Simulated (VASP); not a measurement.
Write the native input for VASP 6.6.1 that does the following.

```
Task                   : single point
Functional             : PBEsol
Potentials or basis    : VASP PAW PBE potentials, release 64 (Mn_pv, O)
Cutoff                 : 520 eV
k mesh                 : 9 × 9 × 9
Occupations            : fermi-dirac, width 0.05 eV
Spin                   : collinear spin, ferromagnetic start
Starting moments       : [4.0, 0.0] μB
Dipole correction      : no
Further INCAR settings : ALGO = Normal; EDIFF = 1e-06; NBANDS = 20
```

The structure of MnO lies in POSCAR:

```
MnO
1.0
    2.9909715306     -1.7283524491      0.0000000000
    2.9909715306      1.7283524491      0.0000000000
   -1.9977723729      0.0000000000      2.8289211086
Mn O
1 1
Direct
    0.5001990000      0.5001990000      0.5006650000
    0.7498025000      0.7498025000      0.2493360000
```

One way to write it, as run:

INCAR

```
SYSTEM = MnO
ALGO = Normal
EDIFF = 1E-6
ENCUT = 520
GGA = PS
ISIF = 2
ISMEAR = -1
ISPIN = 2
LASPH = .TRUE.
LCHARG = .TRUE.
LELF = .TRUE.
LMAXMIX = 4
LORBIT = 11
LREAL = .FALSE.
LVHAR = .TRUE.
LWAVE = .FALSE.
MAGMOM = 4 0
NBANDS = 20
NELM = 150
PREC = Accurate
SIGMA = 0.05
```

KPOINTS

```
k-points
0
G
  9 9 9
  0 0 0
```

Potentials or basis: VASP PAW PBE potentials, release 64 (Mn_pv, O).

Command:

```console
$ cat potpaw_PBE.64/Mn_pv/POTCAR potpaw_PBE.64/O/POTCAR > POTCAR
$ mpirun -np 1 vasp_std > vasp.out
```

It gave:

The pressure is -9.8 GPa. The band gap on the k mesh is zero (filled and empty bands overlap) and the net moment is 5.00 μB per cell. The site moments are Mn +4.43; O +0.17 μB and the valence electrons inside the program's atomic spheres are Mn 11.32; O 4.94.

Caveat: the cell stands under tension; the PAW data sets were made with another functional, which shifts forces and pressure a little; a cell with one magnetic atom can't hold antiferromagnetic order, which such compounds often take; semilocal functionals often make such compounds metallic where correlation or magnetic order opens a gap, which also shifts bond lengths.

Run time: 2.5 min on 1 thread of AMD EPYC 9R45 96-Core Processor (Zen 5) (shared host), peak memory 0.27 GiB.
